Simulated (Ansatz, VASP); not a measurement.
TiN: VASP beside Ansatz

The input INCAR:

```
SYSTEM = TiN
ALGO = Normal ; EDIFF = 1E-8
ENCUT = 520 ; GGA = PE
ISIF = 2 ; ISMEAR = -1
LASPH = .TRUE. ; LCHARG = .FALSE.
LEFG = .TRUE. ; LREAL = .FALSE.
LWAVE = .FALSE. ; NBANDS = 16
NELM = 60 ; PREC = Accurate
SIGMA = 0.05
```

KPOINTS

```
k-points
0
G
  13 13 13
  0 0 0
```

File POSCAR:

```
TiN
1.0
    0.0000000000      2.1499242549      2.1499242549
    2.1499242549      0.0000000000      2.1499242549
    2.1499242549      2.1499242549      0.0000000000
Ti N
1 1
Direct
    0.0000000000      0.0000000000      0.0000000000
    0.5000000000      0.5000000000      0.5000000000
```

Input for Ansatz:

```yaml
crystal:
  lattice:
    - [0.0, 2.1499242549, 2.1499242549]
    - [2.1499242549, 0.0, 2.1499242549]
    - [2.1499242549, 2.1499242549, 0.0]
  atoms:
    - { symbol: Ti, position: [0.0, 0.0, 0.0] }
    - { symbol: "N", position: [0.5, 0.5, 0.5] }
kpoints:
  mp_grid: { grid: [13, 13, 13] }
scf:
  occupations: { method: fermi_dirac, width: 0.05 }
hamiltonian:
  xc: pbe
  pseudopotentials: { kind: all_electron, datasets: crystal }
output:
  forces: true
  stress: true
  eigenvalues: true
  efg: { contact_densities: true }
```

Change from the starting cell: volume scaled by 1.04, crystal datasets.

Alike in both runs: task electric field gradients; functional PBE; k mesh 13 × 13 × 13; occupations fermi-dirac, width 0.05 eV; no spin polarisation.

```csv
,VASP,Ansatz
version,VASP 6.6.1,Ansatz 0.2.0
potentials or method,"VASP PAW PBE potentials, release 64 (Ti_sv, N), cutoff 520 eV","all-electron PAW with datasets made for the crystal, scalar-relativistic"
```

Ansatz gave:

| Item | Value |
| --- | --- |
| pressure (GPa) | -9.5 |

Task: Estimate VASP's values.

Result: Pressure (GPa): -9.1.

Ansatz ran all-electron here, and VASP with PAW potentials.
